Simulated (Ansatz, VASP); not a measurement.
MgS: VASP beside Ansatz

File INCAR:

```
  PREC = Accurate
  ENCUT = 520
  EDIFF = 1E-7
  ISMEAR = 0
  SIGMA = 0.02
  LREAL = False
  LASPH = True
  NELM = 120
  ALGO = Normal
  ISIF = 2
  LWAVE = False
  LCHARG = False
  GGA = PE
  IBRION = 2
  NSW = 60
  EDIFFG = -0.002
  GGA_COMPAT = False
  NELMIN = 4
```

The input KPOINTS:

```
Automatic mesh
0
Gamma
  6 6 6
```

File POSCAR:

```
MgS
1.0
   -0.0264931859      2.6147503249      2.6147503249
    2.6147503249     -0.0264931859      2.6147503249
    2.6147503249      2.6147503249     -0.0264931859
Mg S
1 1
Direct
    0.0000000000      0.0000000000      0.0000000000
    0.5000000000      0.5000000000      0.5000000000
```

Input for Ansatz:

```yaml
crystal:
  lattice:
    - [-0.026493187, 2.6147503251, 2.6147503251]
    - [2.6147503251, -0.026493187, 2.6147503251]
    - [2.6147503251, 2.6147503251, -0.026493187]
  atoms:
    - { symbol: Mg, position: [0.0, 0.0, 0.0] }
    - { symbol: S, position: [0.5, 0.5, 0.5] }
basis:
  ecutwfc: 420
kpoints:
  mp_grid: { grid: [6, 6, 6] }
hamiltonian:
  xc: pbe
  pseudopotentials: { kind: paw, azcp: { folder: soft_1 } }
scf:
  occupations: { method: gaussian, width: 0.02 }
output:
  forces: true
  stress: true
  eigenvalues: true
relax:
  adjacent_minimum: "off"
  f_tol: 0.002
  max_steps: 40
```

Change from the starting cell: strained cell.

Alike in both runs: task relaxation of the atoms; functional PBE; k mesh 6 × 6 × 6; occupations gaussian, width 0.02 eV; no spin polarisation.

|  | VASP | Ansatz |
| --- | --- | --- |
| version | VASP 6.6.1 | Ansatz 0.2.0 |
| potentials or method | VASP PAW PBE potentials, release 64 (Mg, S), cutoff 520 eV | scalar-relativistic, plane waves, PAW |
| valence electrons in the cell | 8 | 16 |

|  | VASP | Ansatz | Ansatz less VASP |
| --- | --- | --- | --- |
| gap on the k mesh at the Fermi level, each at its own relaxed structure (eV) | 2.62 | 2.63 | +0.015 |

VASP's potentials hold 8 valence electrons a cell and Ansatz's 16, so a difference there can come from the potentials and not from the codes. Ansatz's warnings: stress scf threshold loose.

Noted on VASP's run: the relaxation stopped at its first step, so nothing moved.
